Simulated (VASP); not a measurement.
# Ge (Fm-3m) in VASP: single point with LDA

Aim: the single point of Ge with LDA.

Everything below comes from runs of VASP 6.6.1. Logs are shortened: lines on timing, memory, paths and dates and some standing lists are left out, and cuts for length are marked.

### Step 1. The cell of the first run

The structure is cubic, space group Fm-3m (No. 225). The conventional cell has a = 4.179 Å, b = 4.179 Å, c = 4.179 Å, α = 90.00°, β = 90.00°, γ = 90.00°. Within 3.9 Å of Ge (site symmetry m-3m) lie 12 Ge at 2.96 Å.

### Step 2. Single point, LDA

The input, INCAR:

```
ALGO     = Normal         # electronic algorithm
EDIFF    = 1E-6           # SCF threshold, eV
ENCUT    = 520            # plane-wave cutoff, eV
ISIF     = 2              # what is computed and relaxed
ISMEAR   = -1             # smearing method
LASPH    = T              # aspherical terms in the spheres
LCHARG   = T              # write CHGCAR
LELF     = T              # ELF
LREAL    = F              # projectors in reciprocal space
LVHAR    = T            
LWAVE    = F              # write WAVECAR
NBANDS   = 13             # bands
NELM     = 100            # most SCF steps
PREC     = Accurate       # precision mode
SIGMA    = 0.13605693000000002 # smearing width, eV
```

The input, KPOINTS:

```
k-points
0
Gamma
  14 14 14
```

The input, POSCAR:

```
Ge
1.0
    0.0000000000      2.0895550895      2.0895550895
    2.0895550895      0.0000000000      2.0895550895
    2.0895550895      2.0895550895      0.0000000000
Ge
1
Direct
    0.0000000000      0.0000000000      0.0000000000
```

Potentials or basis: VASP PAW LDA potentials, release 64 (Ge_d).

Started as:

```bash
cat potpaw_LDA.64/Ge_d/POTCAR > POTCAR
mpirun -np 1 vasp_std > vasp.out
```

OUTCAR:

```text
EDIFF = 1E-6
   ENCUT = 520
   ISIF = 2
   ISMEAR = -1
   LASPH = T
   LREAL = F
   NELM = 100
   PREC = Accurate

 ion  position               nearest neighbor table
   1  0.000  0.000  0.000-

  LATTYP: Found a face centered cubic cell.
 ALAT       =     4.1791101790

  Lattice vectors:

 A1 = (   0.0000000000,   2.0895550895,   2.0895550895)
 A2 = (   2.0895550895,   0.0000000000,   2.0895550895)
 A3 = (   2.0895550895,   2.0895550895,   0.0000000000)

Analysis of symmetry for initial positions (statically):
=====================================================================
 Subroutine PRICEL returns:
 Original cell was already a primitive cell.

 Routine SETGRP: Setting up the symmetry group for a
 face centered cubic supercell.

 Subroutine GETGRP returns: Found 48 space group operations
 (whereof 48 operations were pure point group operations)
 out of a pool of 48 trial point group operations.

The static configuration has the point symmetry O_h .

Analysis of symmetry for dynamics (positions and initial velocities):
=====================================================================
 Subroutine PRICEL returns:
 Original cell was already a primitive cell.

 Routine SETGRP: Setting up the symmetry group for a
 face centered cubic supercell.

 Subroutine GETGRP returns: Found 48 space group operations
 (whereof 48 operations were pure point group operations)
 out of a pool of 48 trial point group operations.

The dynamic configuration has the point symmetry O_h .

 Subroutine INISYM returns: Found 48 space group operations
 (whereof 48 operations are pure point group operations),
 and found     1 'primitive' translations

----------------------------------------------------------------------------------------

                                     Primitive cell

  volume of cell :      18.2470

  direct lattice vectors                    reciprocal lattice vectors
     0.000000000  2.089555090  2.089555090    -0.239285388  0.239285388  0.239285388
     2.089555090  0.000000000  2.089555090     0.239285388 -0.239285388  0.239285388
     2.089555090  2.089555090  0.000000000     0.239285388  0.239285388 -0.239285388

  length of vectors
     2.955077147  2.955077147  2.955077147     0.414454449  0.414454449  0.414454449

  position of ions in fractional coordinates (direct lattice)
     0.000000000  0.000000000  0.000000000

  ion indices of the primitive-cell ions
   primitive index   ion index
                 1           1

[... 82 lines left out ...]
   NELECT =      14.0000    total number of electrons
   NUPDOWN=      -1.0000    fix difference up-down
   EMIN   =  10.00;   EMAX   =-10.00  energy-range for DOS
   EFERMI =   0.00;   METHOD = LEGACY
   ISMEAR =    -1;   SIGMA  =   0.14  broadening in eV -4-tet -1-fermi 0-gaus
   EFERMI_NEDOS =   21; number of points for ismear=-14 and -15
   IALGO  =     38    algorithm
   IMIX   =      4    mixing-type and parameters
     AMIX     =   0.40;   BMIX     =  1.00
     AMIX_MAG =   1.60;   BMIX_MAG =  1.00
  volume/ion in A,a.u.               =      18.25       123.14
  Fermi-wavevector in a.u.,A,eV,Ry     =   1.498719  2.832169 30.560863  2.246160
  Thomas-Fermi vector in A             =   2.610442
   LORBIT       =      0    0 simple, 1 ext, 2 COOP (PROOUT), +10 PAW based schemes
   GGA     = CA    functional components
   LHFCALC =     F    Hartree Fock is set to
   AEXX    =    0.0000 exact exchange contribution
   IVDW    =     0    specifies the selected vdW correction
   LEPSILON=     F    determine dielectric tensor
   LRPA    =     F    only Hartree local field effects (RPA)
 non-spin polarized calculation
  energy-cutoff  :      520.00
  volume of cell :       18.25
 maximum number of plane-waves:       531
 NGX is ok and might be reduce to    24
   NGX = 11   NGY = 11   NGZ = 11

 number of electron      13.9999988 magnetization

 Free energy of the ion-electron system (eV)
  ---------------------------------------------------
  ext. energy  EPLUGINS =         0.00000000
  ---------------------------------------------------
  free energy    TOTEN  =        -4.89092066 eV

  energy without entropy =       -4.85896051  energy(sigma->0) =       -4.87494058

 E-fermi :   6.9687     XC(G=0): -11.7451

 val. band max:        6.9045525619   @ k =  -0.3571   0.5000   0.1429
 cond. band min:       6.9864789434   @ k =  -0.2143   0.2857   0.0714
 fundamental gap:      0.0819263816
 Fermi energy:         6.9687279636

 k-point     1 :       0.0000    0.0000    0.0000
  band No.  band energies     occupation
      1     -17.9231      2.00000
      2     -17.9231      2.00000
      3     -17.9231      2.00000
      4     -17.8678      2.00000
      5     -17.8678      2.00000
      6      -6.5705      2.00000
      7      16.0739      0.00000
      8      16.0739      0.00000
      9      16.0739      0.00000
     10      21.2567      0.00000
     11      21.2567      0.00000
     12      21.2567      0.00000
     13      22.2617      0.00000
[... 354 lines left out ...]
  band No.  band energies     occupation
      1     -17.9385      2.00000
      2     -17.8997      2.00000
      3     -17.8887      2.00000
      4     -17.8712      2.00000
      5     -17.8406      2.00000
      6      -4.6593      2.00000
      7       8.9111      0.00000
      8      12.6346      0.00000
      9      13.2486      0.00000
     10      17.5806      0.00000
     11      19.8421      0.00000
     12      24.7124      0.00000
     13      25.0669      0.00000

 [... further k-points ...]

------------------------ aborting loop because EDIFF is reached ----------------------------------------

  FORCE on cell =-STRESS in cart. coord.  units (eV):
  Direction    XX          YY          ZZ          XY          YZ          ZX
  --------------------------------------------------------------------------------------
  -------------------------------------------------------------------------------------
  Total       -0.0031034     -0.0031034     -0.0031034      0.0000000      0.0000000     -0.0000000
  in kB       -0.2724970     -0.2724970     -0.2724970      0.0000000      0.0000000     -0.0000000
  external PRESSURE =      -0.2724970 kB  Pullay stress =       0.0000000 kB

 VOLUME and BASIS-vectors are now :
 -----------------------------------------------------------------------------
  energy-cutoff  :      520.00
  volume of cell :       18.25
      direct lattice vectors                 reciprocal lattice vectors
     0.000000000  2.089555090  2.089555090    -0.239285388  0.239285388  0.239285388
     2.089555090  0.000000000  2.089555090     0.239285388 -0.239285388  0.239285388
     2.089555090  2.089555090  0.000000000     0.239285388  0.239285388 -0.239285388

 POSITION                                       TOTAL-FORCE (eV/Angst)
 -----------------------------------------------------------------------------------
      0.00000      0.00000      0.00000         0.000000     -0.000000     -0.000000
 -----------------------------------------------------------------------------------
    total drift:                               -0.000000      0.000000     -0.000000

  FREE ENERGIE OF THE ION-ELECTRON SYSTEM (eV)
  ---------------------------------------------------
  free  energy   TOTEN  =        -4.8909206625 eV

  energy  without entropy=       -4.8589605069  energy(sigma->0) =       -4.87494058
```

Wall time 45 s (1 thread of AMD EPYC 7R13, shared host); peak memory 0.11 GiB.

What came out:

```
Free energy            : -4.8909 eV
Pressure               : 0.0 GPa
Band gap on the k mesh : zero (band 7 reaches 16.07 eV, above the bottom of band 8 at 4.48 eV)
```
